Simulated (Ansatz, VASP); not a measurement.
# Two plane-wave programs on MgI2

The input INCAR:

```
ALGO = Normal ; EDIFF = 1E-7
ENCUT = 520 ; GGA = PE
ISIF = 2 ; ISMEAR = 0
LASPH = True ; LCHARG = False
LREAL = False ; LWAVE = False
NBANDS = 15 ; NELM = 100
PREC = Accurate ; SIGMA = 0.01
```

The input KPOINTS:

```
k-points
0
Gamma
  6 6 6
```

Contents of POSCAR:

```
MgI2
1.0
    0.0000000000      3.7638621674      3.7638621674
    3.7638621674      0.0000000000      3.7638621674
    3.7638621674      3.7638621674      0.0000000000
Mg I
1 2
Direct
    0.0000000000      0.0000000000      0.0000000000
    0.2500000000      0.2500000000      0.2500000000
    0.7500000000      0.7500000000      0.7500000000
```

Input for Ansatz:

```yaml
crystal:
  lattice:
    - [0.0, 3.7638621674, 3.7638621674]
    - [3.7638621674, 0.0, 3.7638621674]
    - [3.7638621674, 3.7638621674, 0.0]
  atoms:
    - { symbol: Mg, position: [0.0, 0.0, 0.0] }
    - { symbol: I, position: [0.25, 0.25, 0.25] }
    - { symbol: I, position: [0.75, 0.75, 0.75] }
kpoints:
  mp_grid: { grid: [6, 6, 6] }
hamiltonian:
  xc: pbe
scf:
  occupations: { method: fixed }
  n_extra_bands: 4
output:
  forces: true
  stress: true
  eigenvalues: true
```

Alike in both runs: task single point; functional PBE; k mesh 6 × 6 × 6; no spin polarisation.

|  | VASP | Ansatz |
| --- | --- | --- |
| version | VASP 6.6.1 | Ansatz 0.2.0 |
| potentials or method | VASP PAW PBE potentials, release 64 (Mg, I) | plane waves, PAW |
| plane-wave cutoff (eV) | 520 | 420 |
| occupations | gaussian, width 0.01 eV | fixed |
| valence electrons in the cell | 16 | 44 |

|  | VASP | Ansatz | Ansatz less VASP |
| --- | --- | --- | --- |
| gap on the k mesh at the Fermi level (eV) | 0.57 | 0.60 | +0.027 |
| pressure (GPa) | 0.0 | 0.0 | +0.04 |

VASP's potentials hold 16 valence electrons a cell and Ansatz's 44, so a difference there can come from the potentials and not from the codes.

Neither program's run includes spin-orbit coupling.
